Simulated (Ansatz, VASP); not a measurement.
Two plane-wave programs on B

```
B
1.0
     2.42040    1.39742    4.13110
    -2.42040    1.39742    4.13110
     0.00000   -2.79484    4.13110
B
12
Cartesian
  -1.5583 0.8997 2.7895
  0.0000 -1.7994 2.7895
  1.5583 0.8997 2.7895
  -1.5583 -0.8997 9.6038
  1.5583 -0.8997 9.6038
  0.0000 1.7994 9.6038
  -0.9888 0.5709 4.4325
  0.0000 -1.1417 4.4325
  0.9888 0.5709 4.4325
  -0.9888 -0.5709 7.9609
  0.9888 -0.5709 7.9609
  0.0000 1.1417 7.9609
```

Alike in both runs: functional LDA; k mesh 9 × 9 × 9; occupations gaussian, width 0.02 eV; no spin polarisation.

Ansatz relaxed the structure, and its values are those at the end. VASP's run is a single point on that final structure, the one shown.

```csv
,VASP,Ansatz
version,VASP 6.6.1,Ansatz 0.2.0
potentials or method,"VASP PAW LDA potentials, release 64 (B), cutoff 520 eV","scalar-relativistic, plane waves, PAW"
valence electrons in the cell,36,36
```

```csv
,VASP,Ansatz,Ansatz less VASP
gap on the k mesh at the Fermi level (eV),1.38,1.39,+0.002
least direct gap on the mesh (eV),1.72,1.72,+0.003
pressure (GPa),0.4,0.0,-0.36
rms of the force components (eV/Å),0.010,0.000,-0.0093
```

Ansatz warns that its potentials were made for another functional, while VASP's fit it. LDA's correlation is that of Perdew and Zunger in VASP and of Perdew and Wang (1992) in Ansatz.
